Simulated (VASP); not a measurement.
# Mg2O (antifluorite type) (Fm-3m) in VASP: notebook

Mg2O (antifluorite type) is run at these levels: PBE; tasks: single point.

Everything below comes from runs of VASP 6.6.1. Logs are shortened: lines on timing, memory, paths and dates and some standing lists are left out, and cuts for length are marked.

### Step 1. The cell of the first run

The structure is cubic, space group Fm-3m (No. 225). The conventional cell has a = 5.677 Å, b = 5.677 Å, c = 5.677 Å, α = 90.00°, β = 90.00°, γ = 90.00°. Mg (site symmetry -43m) has 4 O at 2.46 Å and 6 Mg at 2.84 Å within 3.2 Å. O (site symmetry m-3m) has 8 Mg at 2.46 Å within 3.2 Å.

### Step 2. Single point, PBE

The input, INCAR:

```
ALGO = Normal
EDIFF = 1E-7
ENCUT = 520
GGA = PE
ISIF = 2
ISMEAR = -1
LASPH = True
LCHARG = True
LELF = True
LREAL = False
LVHAR = True
LWAVE = False
NBANDS = 12
NELM = 60
PREC = Accurate
SIGMA = 0.06122561905347299
```

The input, KPOINTS:

```
k-points
0
Gamma
  17 17 17
```

The input, POSCAR:

```
Mg2O
1.0
    0.0000000000      2.8383748569      2.8383748569
    2.8383748569      0.0000000000      2.8383748569
    2.8383748569      2.8383748569      0.0000000000
Mg O
2 1
Direct
    0.2500000000      0.2500000000      0.2500000000
    0.7500000000      0.7500000000      0.7500000000
    0.0000000000      0.0000000000      0.0000000000
```

Potentials or basis: VASP PAW PBE potentials, release 64 (Mg, O).

The run is started by

```bash
> cat potpaw_PBE.64/Mg/POTCAR potpaw_PBE.64/O/POTCAR > POTCAR
> mpirun -np 1 vasp_std > vasp.out
```

OUTCAR:

```text
EDIFF = 1E-7
   ENCUT = 520
   GGA = PE
   ISIF = 2
   ISMEAR = -1
   LASPH = True
   LREAL = False
   NELM = 60
   PREC = Accurate

 ion  position               nearest neighbor table
   1  0.250  0.250  0.250-   3 2.46   3 2.46   3 2.46   3 2.46   2 2.84   2 2.84   2 2.84   2 2.84
                             2 2.84   2 2.84
   2  0.750  0.750  0.750-   3 2.46   3 2.46   3 2.46   3 2.46   1 2.84   1 2.84   1 2.84   1 2.84
                             1 2.84   1 2.84
   3  0.000  0.000  0.000-   2 2.46   2 2.46   2 2.46   1 2.46   2 2.46   1 2.46   1 2.46   1 2.46

  LATTYP: Found a face centered cubic cell.
 ALAT       =     5.6767497138

  Lattice vectors:

 A1 = (   0.0000000000,   2.8383748569,   2.8383748569)
 A2 = (   2.8383748569,   0.0000000000,   2.8383748569)
 A3 = (   2.8383748569,   2.8383748569,   0.0000000000)

Analysis of symmetry for initial positions (statically):
=====================================================================
 Subroutine PRICEL returns:
 Original cell was already a primitive cell.

 Routine SETGRP: Setting up the symmetry group for a
 face centered cubic supercell.

 Subroutine GETGRP returns: Found 48 space group operations
 (whereof 48 operations were pure point group operations)
 out of a pool of 48 trial point group operations.

The static configuration has the point symmetry O_h .

Analysis of symmetry for dynamics (positions and initial velocities):
=====================================================================
 Subroutine PRICEL returns:
 Original cell was already a primitive cell.

 Routine SETGRP: Setting up the symmetry group for a
 face centered cubic supercell.

 Subroutine GETGRP returns: Found 48 space group operations
 (whereof 48 operations were pure point group operations)
 out of a pool of 48 trial point group operations.

The dynamic configuration has the point symmetry O_h .

 Subroutine INISYM returns: Found 48 space group operations
 (whereof 48 operations are pure point group operations),
 and found     1 'primitive' translations

----------------------------------------------------------------------------------------

                                     Primitive cell

  volume of cell :      45.7340

  direct lattice vectors                    reciprocal lattice vectors
     0.000000000  2.838374857  2.838374857    -0.176157141  0.176157141  0.176157141
     2.838374857  0.000000000  2.838374857     0.176157141 -0.176157141  0.176157141
     2.838374857  2.838374857  0.000000000     0.176157141  0.176157141 -0.176157141

[... 97 lines left out ...]
   NUPDOWN=      -1.0000    fix difference up-down
   EMIN   =  10.00;   EMAX   =-10.00  energy-range for DOS
   EFERMI =   0.00;   METHOD = LEGACY
   ISMEAR =    -1;   SIGMA  =   0.06  broadening in eV -4-tet -1-fermi 0-gaus
   EFERMI_NEDOS =   21; number of points for ismear=-14 and -15
   IALGO  =     38    algorithm
   IMIX   =      4    mixing-type and parameters
     AMIX     =   0.40;   BMIX     =  1.00
     AMIX_MAG =   1.60;   BMIX_MAG =  1.00
  volume/ion in A,a.u.               =      15.24       102.88
  Fermi-wavevector in a.u.,A,eV,Ry     =   0.986268  1.863777 13.234730  0.972725
  Thomas-Fermi vector in A             =   2.117637
   LORBIT       =      0    0 simple, 1 ext, 2 COOP (PROOUT), +10 PAW based schemes
   GGA     = PE    functional components
   LHFCALC =     F    Hartree Fock is set to
   AEXX    =    0.0000 exact exchange contribution
   IVDW    =     0    specifies the selected vdW correction
   LEPSILON=     F    determine dielectric tensor
   LRPA    =     F    only Hartree local field effects (RPA)
 non-spin polarized calculation
  energy-cutoff  :      520.00
  volume of cell :       45.73
 maximum number of plane-waves:      1251
 NGX is ok and might be reduce to    30
   NGX = 15   NGY = 15   NGZ = 15

 number of electron      10.0000007 magnetization

 Free energy of the ion-electron system (eV)
  ---------------------------------------------------
  ext. energy  EPLUGINS =         0.00000000
  ---------------------------------------------------
  free energy    TOTEN  =       -10.28628444 eV

  energy without entropy =      -10.27991956  energy(sigma->0) =      -10.28310200

 E-fermi :   4.5143     XC(G=0):  -9.4290

 val. band max:        4.4850874521   @ k =  -0.3529   0.2941   0.1176
 cond. band min:       4.5340646483   @ k =  -0.3529   0.2941   0.1176
 fundamental gap:      0.0489771962
 Fermi energy:         4.5143484268

 k-point     1 :       0.0000    0.0000    0.0000
  band No.  band energies     occupation
      1     -14.8189      2.00000
      2      -0.5578      2.00000
      3      -0.2542      2.00000
      4      -0.2542      2.00000
      5      -0.2542      2.00000
      6       8.7990      0.00000
      7       8.7990      0.00000
      8       8.7990      0.00000
      9      12.0252      0.00000
     10      12.0252      0.00000
     11      12.0252      0.00000
     12      12.1941      0.00000
[... 331 lines left out ...]
 k-point    24 :      -0.1176    0.0588    0.0000
  band No.  band energies     occupation
      1     -14.7848      2.00000
      2      -1.4189      2.00000
      3      -0.3455      2.00000
      4      -0.2686      2.00000
      5       0.8141      2.00000
      6       7.9233      0.00000
      7       8.5476      0.00000
      8       8.9958      0.00000
      9      10.4132      0.00000
     10      11.1765      0.00000
     11      12.2524      0.00000
     12      13.3363      0.00000

 [... further k-points ...]

------------------------ aborting loop because EDIFF is reached ----------------------------------------

  FORCE on cell =-STRESS in cart. coord.  units (eV):
  Direction    XX          YY          ZZ          XY          YZ          ZX
  --------------------------------------------------------------------------------------
  -------------------------------------------------------------------------------------
  Total       -0.3939416     -0.3939416     -0.3939416     -0.0000000      0.0000000     -0.0000000
  in kB      -13.8007650    -13.8007650    -13.8007650     -0.0000000      0.0000000     -0.0000000
  external PRESSURE =     -13.8007650 kB  Pullay stress =       0.0000000 kB

 VOLUME and BASIS-vectors are now :
 -----------------------------------------------------------------------------
  energy-cutoff  :      520.00
  volume of cell :       45.73
      direct lattice vectors                 reciprocal lattice vectors
     0.000000000  2.838374857  2.838374857    -0.176157141  0.176157141  0.176157141
     2.838374857  0.000000000  2.838374857     0.176157141 -0.176157141  0.176157141
     2.838374857  2.838374857  0.000000000     0.176157141  0.176157141 -0.176157141

 POSITION                                       TOTAL-FORCE (eV/Angst)
 -----------------------------------------------------------------------------------
      1.41919      1.41919      1.41919        -0.000000     -0.000000     -0.000000
      4.25756      4.25756      4.25756         0.000000      0.000000      0.000000
      0.00000      0.00000      0.00000         0.000000      0.000000      0.000000
 -----------------------------------------------------------------------------------
    total drift:                                0.000000     -0.000000     -0.000000

  FREE ENERGIE OF THE ION-ELECTRON SYSTEM (eV)
  ---------------------------------------------------
  free  energy   TOTEN  =       -10.2862844365 eV

  energy  without entropy=      -10.2799195609  energy(sigma->0) =      -10.28310200
```

stdout:

```text
POSCAR found type information on POSCAR MgO
 POSCAR found :  2 types and       3 ions
 scaLAPACK will be used
 LDA part: xc-table for (Slater+PW92), standard interpolation
 POSCAR, INCAR and KPOINTS ok, starting setup
 FFT: planning ... GRIDC
 FFT: planning ... GRID_SOFT
 FFT: planning ... GRID
 WAVECAR not read
 entering main loop
```

Wall time 36 s (1 thread of AMD EPYC 9R45 (Zen 5), shared host); peak memory 0.21 GiB.

Results:

```yaml
Free_energy: -10.2863 eV
Pressure: -1.4 GPa
Band_gap_on_the_k_mesh: 0.05 eV
```

Caveat: an odd mesh through Γ misses points on the zone boundary, where band edges can lie.

### Step 3. Single point, PBE

This run uses another cell than the first one, of 15.54 Å³/atom.

The input, INCAR:

```
SYSTEM = Mg2O
ALGO = Normal
EDIFF = 1E-6
ENCUT = 520
GGA = PE
ISIF = 2
ISMEAR = -1
LASPH = .True.
LCHARG = .True.
LELF = .True.
LREAL = .False.
LVHAR = .True.
LWAVE = .False.
NBANDS = 12
NELM = 80
PREC = Accurate
SIGMA = 0.06122561905347299
```

The input, KPOINTS:

```
k-points
0
Gamma
  17 17 17
  0 0 0
```

The input, POSCAR:

```
Mg2O
1.0
    0.0000000000      2.8568063790      2.8568063790
    2.8568063790      0.0000000000      2.8568063790
    2.8568063790      2.8568063790      0.0000000000
Mg O
2 1
Direct
    0.2500000000      0.2500000000      0.2500000000
    0.7500000000      0.7500000000      0.7500000000
    0.0000000000      0.0000000000      0.0000000000
```

Potentials or basis: VASP PAW PBE potentials, release 64 (Mg, O).

The run is started by

```bash
> cat potpaw_PBE.64/Mg/POTCAR potpaw_PBE.64/O/POTCAR > POTCAR
> mpirun -np 1 vasp_std > vasp.out
```

OUTCAR:

```text
SYSTEM = Mg2O
   EDIFF = 1E-6
   ENCUT = 520
   GGA = PE
   ISIF = 2
   ISMEAR = -1
   LASPH = .True.
   LREAL = .False.
   NELM = 80
   PREC = Accurate

 ion  position               nearest neighbor table
   1  0.250  0.250  0.250-   3 2.47   3 2.47   3 2.47   3 2.47   2 2.86   2 2.86   2 2.86   2 2.86
                             2 2.86   2 2.86
   2  0.750  0.750  0.750-   3 2.47   3 2.47   3 2.47   3 2.47   1 2.86   1 2.86   1 2.86   1 2.86
                             1 2.86   1 2.86
   3  0.000  0.000  0.000-   2 2.47   2 2.47   2 2.47   1 2.47   2 2.47   1 2.47   1 2.47   1 2.47

  LATTYP: Found a face centered cubic cell.
[... 557 lines left out ...]
  --------------------------------------------------------------------------------------
  -------------------------------------------------------------------------------------
  Total       -0.6888716     -0.6888716     -0.6888716     -0.0000000     -0.0000000      0.0000000
  in kB      -23.6688129    -23.6688129    -23.6688129     -0.0000000     -0.0000000      0.0000000
  external PRESSURE =     -23.6688129 kB  Pullay stress =       0.0000000 kB

 VOLUME and BASIS-vectors are now :
 -----------------------------------------------------------------------------
  energy-cutoff  :      520.00
  volume of cell :       46.63
      direct lattice vectors                 reciprocal lattice vectors
     0.000000000  2.856806379  2.856806379    -0.175020612  0.175020612  0.175020612
     2.856806379  0.000000000  2.856806379     0.175020612 -0.175020612  0.175020612
     2.856806379  2.856806379  0.000000000     0.175020612  0.175020612 -0.175020612

 POSITION                                       TOTAL-FORCE (eV/Angst)
 -----------------------------------------------------------------------------------
      1.42840      1.42840      1.42840         0.000000      0.000000      0.000000
      4.28521      4.28521      4.28521        -0.000000     -0.000000     -0.000000
      0.00000      0.00000      0.00000        -0.000000     -0.000000      0.000000
 -----------------------------------------------------------------------------------
    total drift:                                0.000000     -0.000000     -0.000000

  FREE ENERGIE OF THE ION-ELECTRON SYSTEM (eV)
  ---------------------------------------------------
  free  energy   TOTEN  =       -10.2761976269 eV

  energy  without entropy=      -10.2693532461  energy(sigma->0) =      -10.27277544
```

Wall time 35 s (1 thread of AMD EPYC 9R45 (Zen 5), shared host); peak memory 0.21 GiB.

Results:

```yaml
Free_energy: -10.2762 eV
Pressure: -2.4 GPa
```

Levels at points of the mesh, in eV from the Fermi level:
```tsv
k point	band 3	band 4	band 5	band 6	band 7	band 8
(0.00, 0.00, 0.00)	-4.68	-4.68	-4.68	4.23	4.23	4.23
```

### Step 4. Single point, PBE

This run uses another cell than the first one, of 15.54 Å³/atom.

The input, INCAR:

```
  PREC = Accurate
  ENCUT = 520
  EDIFF = 1E-7
  ISMEAR = -1
  SIGMA = 0.06122561905347299
  LREAL = F
  LASPH = T
  NELM = 60
  ALGO = Normal
  ISIF = 2
  LWAVE = F
  LCHARG = F
  GGA = PE
  NBANDS = 12
```

The input, KPOINTS:

```
Automatic mesh
0
Gamma
  17 17 17
```

POSCAR is that of step 3.

The run is started by

```bash
> cat potpaw_PBE.64/Mg/POTCAR potpaw_PBE.64/O/POTCAR > POTCAR
> mpirun -np 1 vasp_std > vasp.out
```

Run time: 34 s. Hardware: 1 thread of AMD EPYC 9R45 (Zen 5), shared host; peak memory 0.21 GiB.

The run converged. Its results:

* Free energy: -10.2762 eV
* Pressure: -2.4 GPa

Levels at points of the mesh, in eV from the Fermi level:
```tsv
k point	band 3	band 4	band 5	band 6	band 7	band 8
(0.00, 0.00, 0.00)	-4.68	-4.68	-4.68	4.23	4.23	4.23
```

(Part 1 of 2 ends here.)
